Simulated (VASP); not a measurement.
System: SnSe, a slab with vacuum.

```xyz
4
Lattice="4.2853 0.0000 0.0000 0.0000 4.2853 0.0000 0.0000 0.0000 10.9907" Properties=species:S:1:pos:R:3 pbc="T T T"
Sn    0.0000    2.1427    6.8996
Sn    2.1427    0.0000    4.0911
Se    0.0000    2.1427    4.2200
Se    2.1427    0.0000    6.7707
```

Base run:

* Program: VASP 6.6.1
* Functional: r2SCAN
* Potentials or basis: VASP PAW PBE potentials, release 64 (Sn_d, Se)
* Cutoff: 520 eV
* k mesh: 4 × 4 × 2
* Occupations: fermi-dirac, width 0.05 eV
* Spin: no spin polarisation

Its results: band gap on the k mesh 1.91 eV (least direct gap 1.97 eV); largest force 0.072 eV/Å.

The run is repeated on the same cell with these changes: functional from r2SCAN to PBE-based screened hybrid with 25 % exact exchange; k mesh from 4 × 4 × 2 to 3 × 3 × 2. What comes out?

Band gap on the k mesh 2.32 eV; largest force 0.346 eV/Å.

Several settings changed at once.

Caveats: some runs use coarse meshes; the PAW data sets were made with another functional, which shifts forces and pressure a little; spin-orbit coupling is left out, which moves the levels of the heavy elements.

A k mesh can miss the band edges.
